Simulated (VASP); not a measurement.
Input of a VASP 6.6.1 run:

The input INCAR:

```
SYSTEM = Ga
PREC = Accurate ; ENCUT = 600
EDIFF = 1E-7 ; ISMEAR = -1
SIGMA = 0.08 ; LREAL = .False.
LASPH = .True. ; NELM = 60
ALGO = Normal ; ISIF = 3
LWAVE = .False. ; LCHARG = .False.
GGA = PE ; IBRION = 2
NSW = 60 ; EDIFFG = -0.005
PSTRESS = 190.0
```

The input KPOINTS:

```
regular mesh
0
Gamma
  16 16 15
  0 0 0
```

POSCAR

```
Ga
1.0
    2.6818148314      0.0000000000      0.0000000000
   -1.3409074157      2.3225197722      0.0000000000
    0.0000000000      0.0000000000      2.5209059415
Ga
1
Direct
    0.0000000000      0.0000000000      0.0000000000
```

Potentials or basis: VASP PAW PBE potentials, release 64 (Ga_d).

Command:

```bash
$ cat potpaw_PBE.64/Ga_d/POTCAR > POTCAR
$ mpirun -np 1 vasp_std > vasp.out
```

Estimate the relaxed cell.

a = 2.651 Å, b = 2.651 Å, c = 2.553 Å, α = 90.00°, β = 90.00°, γ = 120.00°.

What does it give for the band gap on the k mesh?

Zero (an odd number of electrons rules out a gap without spin polarisation).

Estimate the space group after relaxing (to 0.1 Å).

P6/mmm (No. 191).

What does it give for the relaxed volume?

15.54 Å³/atom.

Final structure:
```xyz
1
Lattice="2.6514 0.0000 0.0000 -1.3257 2.2962 0.0000 0.0000 0.0000 2.5529" Properties=species:S:1:pos:R:3 pbc="T T T"
Ga    2.6514    0.0000    0.0000
```

Caveat: the cell is relaxed towards a set pressure, so the run minimises the enthalpy, not the energy.
